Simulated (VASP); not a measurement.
# Al (Fm-3m) in VASP: elastic constants with PBE

Aim: the elastic constants of Al with PBE.

Program: VASP 6.6.1. These are calculated values, not measurements. Logs are shortened: lines on timing, memory, paths and dates and some standing lists are left out, and cuts for length are marked.

## 1. The cell of the first run

The structure is cubic, space group Fm-3m (No. 225). Conventional cell: a = 4.043 Å, b = 4.043 Å, c = 4.043 Å, α = 90.00°, β = 90.00°, γ = 90.00°. Al (site symmetry m-3m) has 12 Al at 2.86 Å within 3.8 Å.

## 2. Elastic constants, PBE

INCAR reads:

```
SYSTEM = Al
PREC = Accurate ; ENCUT = 600
EDIFF = 1E-8 ; ISMEAR = 1
SIGMA = 0.4 ; LREAL = .FALSE.
LASPH = .TRUE. ; NELM = 80
ALGO = Normal ; ISIF = 3
LWAVE = .FALSE. ; LCHARG = .FALSE.
GGA = PE ; IBRION = 6
NFREE = 2 ; POTIM = 0.015
NSW = 1
```

KPOINTS reads:

```
Automatic mesh
0
G
  8 8 8
  0 0 0
```

POSCAR reads:

```
Al
1.0
    0.0000000000      2.0212864940      2.0212864940
    2.0212864940      0.0000000000      2.0212864940
    2.0212864940      2.0212864940      0.0000000000
Al
1
Direct
    0.0000000000      0.0000000000      0.0000000000
```

Potentials or basis: VASP PAW PBE potentials, release 64 (Al).

Command:

```sh
$ cat potpaw_PBE.64/Al/POTCAR > POTCAR
$ mpirun -np 1 vasp_std > vasp.out
```

OUTCAR:

```text
SYSTEM = Al
   PREC = Accurate
   ENCUT = 600
   EDIFF = 1E-8
   ISMEAR = 1
   LREAL = .FALSE.
   LASPH = .TRUE.
   NELM = 80
   ISIF = 3
   GGA = PE
   IBRION = 6
   NFREE = 2
   POTIM = 0.015
   NSW = 1

 ion  position               nearest neighbor table
   1  0.000  0.000  0.000-

  LATTYP: Found a face centered cubic cell.
 ALAT       =     4.0425729880

  Lattice vectors:

 A1 = (   0.0000000000,   2.0212864940,   2.0212864940)
 A2 = (   2.0212864940,   0.0000000000,   2.0212864940)
 A3 = (   2.0212864940,   2.0212864940,   0.0000000000)

Analysis of symmetry for initial positions (statically):
=====================================================================
 Subroutine PRICEL returns:
 Original cell was already a primitive cell.

 Routine SETGRP: Setting up the symmetry group for a
 face centered cubic supercell.

 Subroutine GETGRP returns: Found 48 space group operations
 (whereof 48 operations were pure point group operations)
 out of a pool of 48 trial point group operations.

The static configuration has the point symmetry O_h .

Analysis of symmetry for dynamics (positions and initial velocities):
=====================================================================
 Subroutine PRICEL returns:
 Original cell was already a primitive cell.

 Routine SETGRP: Setting up the symmetry group for a
 face centered cubic supercell.

 Subroutine GETGRP returns: Found 48 space group operations
 (whereof 48 operations were pure point group operations)
 out of a pool of 48 trial point group operations.

The dynamic configuration has the point symmetry O_h .

 Subroutine INISYM returns: Found 48 space group operations
 (whereof 48 operations are pure point group operations),
 and found     1 'primitive' translations

----------------------------------------------------------------------------------------

                                     Primitive cell

  volume of cell :      16.5163

[... 319 lines left out ...]

  energy without entropy =       -3.74047984  energy(sigma->0) =       -3.74037149

 E-fermi :   7.9431     XC(G=0): -10.1920

 val. band max:        7.6668240379   @ k =  -0.2500   0.3750   0.1250
 cond. band min:       8.1261536189   @ k =   0.5000   0.2500   0.1250
 fundamental gap:      0.4593295809
 Fermi energy:         7.9430595218

 k-point     1 :       0.0000    0.0000    0.0000
  band No.  band energies     occupation
      1      -3.1368      2.00000
      2      20.6049      0.00000
      3      20.6049      0.00000
      4      20.6049      0.00000
      5      22.0897      0.00000
[... 177 lines left out ...]
 k-point    24 :      -0.3750    0.2500    0.1250
  band No.  band energies     occupation
      1       4.4472      2.00000
      2       4.7052      2.00000
      3      12.9592     -0.00000
      4      13.4396     -0.00000
      5      21.2845      0.00000

 [... further k-points ...]
[... 5 lines left out ...]
  --------------------------------------------------------------------------------------
  -------------------------------------------------------------------------------------
  Total       -0.0045208     -0.0045208     -0.0045208      0.0000000      0.0000000      0.0000000
  in kB       -0.4385432     -0.4385432     -0.4385432      0.0000000      0.0000000      0.0000000
  external PRESSURE =      -0.4385432 kB  Pullay stress =       0.0000000 kB
[... 16 lines left out ...]
  FREE ENERGIE OF THE ION-ELECTRON SYSTEM (eV)
  ---------------------------------------------------
  free  energy   TOTEN  =        -3.7403173097 eV

  energy  without entropy=       -3.7404798397  energy(sigma->0) =       -3.74037149

 INTERNAL STRAIN TENSORS FROM STRAINED CELLS
 ============================================

 INTERNAL STRAIN TENSOR FOR ION    1 for displacements in x,y,z  (eV/Angst):
          X           Y           Z          XY          YZ          ZX
  --------------------------------------------------------------------------------
  x    -0.00000    -0.00000     0.00000    -0.00000     0.00000     0.00000
  y     0.00000     0.00000     0.00000    -0.00000    -0.00000     0.00000
  z     0.00000     0.00000    -0.00000    -0.00000    -0.00000    -0.00000

 INTERNAL STRAIN TENSORS FROM DISPLACED ATOMS
 ============================================

 INTERNAL STRAIN TENSOR FOR ION    1 for displacements in x,y,z  (eV/Angst):
          X           Y           Z          XY          YZ          ZX
  --------------------------------------------------------------------------------
  x     0.00000     0.00000     0.00000     0.00000     0.00000     0.00000
  y     0.00000     0.00000     0.00000     0.00000     0.00000     0.00000
  z     0.00000     0.00000     0.00000     0.00000     0.00000     0.00000

 Eigenvectors and eigenvalues of the dynamical matrix
 ----------------------------------------------------

   1 f/i=    0.000000 THz     0.000000 2PiTHz    0.000000 cm-1     0.000000 meV
             X         Y         Z           dx          dy          dz
      0.000000  0.000000  0.000000     0.819232   -0.573462    0.000000

   2 f/i=    0.000000 THz     0.000000 2PiTHz    0.000000 cm-1     0.000000 meV
             X         Y         Z           dx          dy          dz
      0.000000  0.000000  0.000000    -0.573462   -0.819232    0.000000

   3 f/i=    0.000000 THz     0.000000 2PiTHz    0.000000 cm-1     0.000000 meV
             X         Y         Z           dx          dy          dz
      0.000000  0.000000  0.000000     0.000000    0.000000    1.000000

--------------------------------------------------------------------------------------------------------

 ELASTIC MODULI CONTR FROM IONIC RELAXATION (kBar)
 Direction    XX          YY          ZZ          XY          YZ          ZX
 --------------------------------------------------------------------------------
 XX           0.0000      0.0000      0.0000      0.0000      0.0000      0.0000
 YY           0.0000      0.0000      0.0000      0.0000      0.0000      0.0000
 ZZ           0.0000      0.0000      0.0000      0.0000      0.0000      0.0000
 XY           0.0000      0.0000      0.0000      0.0000      0.0000      0.0000
 YZ           0.0000      0.0000      0.0000      0.0000      0.0000      0.0000
 ZX           0.0000      0.0000      0.0000      0.0000      0.0000      0.0000
 --------------------------------------------------------------------------------

 TOTAL ELASTIC MODULI (kBar)
 Direction    XX          YY          ZZ          XY          YZ          ZX
 --------------------------------------------------------------------------------
 XX        1617.3642    386.0302    386.0302     -0.0000      0.0000     -0.0000
 YY         386.0302   1617.3642    386.0302     -0.0000     -0.0000      0.0000
 ZZ         386.0302    386.0302   1617.3642      0.0000     -0.0000      0.0000
 XY          -0.0000     -0.0000      0.0000    106.5511      0.0000      0.0000
 YZ           0.0000     -0.0000     -0.0000      0.0000    106.5511      0.0000
 ZX          -0.0000      0.0000      0.0000      0.0000      0.0000    106.5511
 --------------------------------------------------------------------------------
```

stdout:

```text
POSCAR found type information on POSCAR Al
 POSCAR found :  1 types and       1 ions
 scaLAPACK will be used
 LDA part: xc-table for (Slater+PW92), standard interpolation
 POSCAR, INCAR and KPOINTS ok, starting setup
 FFT: planning ... GRIDC
 FFT: planning ... GRID_SOFT
 FFT: planning ... GRID
 WAVECAR not read
 entering main loop
 Found     1 degrees of freedom:
 Adding 6 more for cell shape distortion
 Finite differences POTIM= 0.01500 DOF=   7
 bond charge predicted
 Finite differences progress:
 bond charge predicted
 Finite differences progress:
 bond charge predicted
 Finite differences progress:
 bond charge predicted
 Finite differences progress:
 bond charge predicted
 Finite differences progress:
 bond charge predicted
 Finite differences progress:
 bond charge predicted
 Finite differences progress:
 bond charge predicted
 Finite differences progress:
 bond charge predicted
 Finite differences progress:
 bond charge predicted
 Finite differences progress:
 bond charge predicted
 Finite differences progress:
 bond charge predicted
 Finite differences progress:
 bond charge predicted
 Finite differences progress:
 bond charge predicted
 Finite differences progress:
```

It took 35 s on 1 thread of Intel Xeon 6975P-C, shared host; peak memory 0.16 GiB.

What came out:

| Item | Value |
| --- | --- |
| Elastic constants C11, C12, C44 | 162, 39, 11 GPa |
| Voigt bulk modulus | 80 GPa |

Elastic tensor in Voigt notation (GPa, in the Cartesian axes of the cell as first typed):
```
162  39  39   0   0   0
 39 162  39   0   0   0
 39  39 162   0   0   0
  0   0   0  11   0   0
  0   0   0   0  11   0
  0   0   0   0   0  11
```

Clamped-ion elastic tensor (GPa):
```
162  39  39   0   0   0
 39 162  39   0   0   0
 39  39 162   0   0   0
  0   0   0  11   0   0
  0   0   0   0  11   0
  0   0   0   0   0  11
```
